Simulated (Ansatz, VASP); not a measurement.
One calculation of Rh, two programs

```
CELL_PARAMETERS angstrom
2.80660 0.00000 0.00000
-1.40330 2.43059 0.00000
0.00000 0.00000 4.52540
ATOMIC_POSITIONS crystal
Rh 0.66667 0.33333 0.75000
Rh 0.33333 0.66667 0.25000
```

Alike in both runs: task single point; functional PBE; k mesh 18 × 18 × 10; occupations gaussian, width 0.15 eV; no spin polarisation.

|  | VASP | Ansatz |
| --- | --- | --- |
| version | VASP 6.6.1 | Ansatz 0.2.0 |
| potentials or method | VASP PAW PBE potentials, release 64 (Rh_pv), cutoff 520 eV | scalar-relativistic, plane waves, PAW |
| valence electrons in the cell | 30 | 34 |

Ansatz gave:

- gap on the k mesh at the Fermi level (eV): none
- pressure (GPa): -18.1
- traceless stress, the component that is largest in VASP (GPa): -0.51

**Question.** What did VASP give for the same quantities?

**Answer.** gap on the k mesh at the Fermi level (eV): none; pressure (GPa): -18.1; traceless stress, the component that is largest in VASP (GPa): -0.49.

A gap of «none» marks a metal or a gap that the smearing closes. VASP's potentials hold 30 valence electrons a cell and Ansatz's 34, so a difference there can come from the potentials and not from the codes.
